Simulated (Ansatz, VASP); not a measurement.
Two plane-wave programs on TiC

```
CELL_PARAMETERS angstrom
0.00000 2.15930 2.15930
2.15930 0.00000 2.15930
2.15930 2.15930 0.00000
ATOMIC_POSITIONS crystal
Ti 0.00000 0.00000 0.00000
C 0.50000 0.50000 0.50000
```

Alike in both runs: task relaxation of cell and atoms; functional PBEsol; k mesh 16 × 16 × 16; occupations gaussian, width 0.1 eV; no spin polarisation.

|  | VASP | Ansatz |
| --- | --- | --- |
| version | VASP 6.6.1 | Ansatz 0.2.0 |
| potentials or method | VASP PAW PBE potentials, release 64 (Ti_sv, C), cutoff 600 eV | scalar-relativistic, plane waves, PAW |
| valence electrons in the cell | 16 | 16 |

```csv
,VASP,Ansatz,Ansatz less VASP
"gap on the k mesh at the Fermi level, each at its own relaxed structure (eV)",none,none,-
relaxed volume (Å³/atom),9.90,9.89,-0.006
relaxed cell length with the largest relative difference (Å),3.036,3.036,-0.0006
```

VASP's potentials were made for PBE, not for PBEsol. A gap of «none» marks a metal or a gap that the smearing closes.
